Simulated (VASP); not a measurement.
A run of VASP 6.6.1:

Contents of POSCAR:

```
Nb
1.0
   -1.6527822138      1.6527822138      1.6527822138
    1.6527822138     -1.6527822138      1.6527822138
    1.6527822138      1.6527822138     -1.6527822138
Nb
1
Direct
    0.0000000000      0.0000000000      0.0000000000
```

INCAR.step1

```
ALGO = Normal ; EDIFF = 1E-5
ENCUT = 400 ; GGA = PE
GGA_COMPAT = F ; ISIF = 2
ISMEAR = -1 ; LASPH = T
LCHARG = F ; LREAL = F
LWAVE = T ; NBANDS = 12
NELM = 120 ; PREC = Accurate
SIGMA = 0.05
```

The input INCAR.step2:

```
AEXX = 0.25 ; ALGO = Normal
EDIFF = 1E-6 ; ENCUT = 400
GGA = PE ; GGA_COMPAT = F
ISIF = 2 ; ISMEAR = -1
ISTART = 1 ; LASPH = T
LCHARG = F ; LHFCALC = T
LREAL = F ; LWAVE = F
NBANDS = 12 ; NELM = 120
PREC = Accurate ; PRECFOCK = Normal
SIGMA = 0.05
```

File KPOINTS:

```
k-points
0
Gamma
  6 6 6
```

Potentials or basis: VASP PAW PBE potentials, release 64 (Nb_sv).

The run is started by

```sh
$ cat potpaw_PBE.64/Nb_sv/POTCAR > POTCAR
$ cp INCAR.step1 INCAR
$ mpirun -np 1 vasp_std > vasp.out
$ cp INCAR.step2 INCAR
$ mpirun -np 1 vasp_std > vasp.out
```

Hardware: 1 thread of Intel Xeon 8259CL (shared host).

**Question.** Estimate the wall time of this run.

**Answer.** Wall time 13 min on 1 thread of Intel Xeon 8259CL, with other jobs on the host, peak memory 0.14 GiB. Counts: k points 16.
